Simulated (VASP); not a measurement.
I, 2 atoms in the cell. The structure is cubic, space group Fd-3m (No. 227). The conventional cell has a = 6.582 Å, b = 6.582 Å, c = 6.582 Å, α = 90.00°, β = 90.00°, γ = 90.00°. I (site symmetry -43m) has 4 I at 2.85 Å within 3.8 Å. 

```yaml
Program: VASP 6.6.1
Task: single point
Functional: PBE
Potentials_or_basis: VASP PAW PBE potentials, release 64 (I)
Cutoff: 520 eV
k_mesh: 5 × 5 × 5
Occupations: fermi-dirac, width 0.02 eV
Spin: no spin polarisation
Dipole_correction: no
Further_INCAR_settings: ALGO = Normal; EDIFF = 1e-06; NBANDS = 14
```

Potentials or basis: VASP PAW PBE potentials, release 64 (I).

Launch:

```console
$ cat potpaw_PBE.64/I/POTCAR > POTCAR
$ mpirun -np 1 vasp_std > vasp.out
```

Hardware: 1 thread of AMD EPYC 7R13 (shared host).

Q: How long does it take, and how much memory?

A: Wall time 19 s on 1 thread of AMD EPYC 7R13, on a shared host, peak memory 0.17 GiB. Counts: scf iterations 12, k points 10.
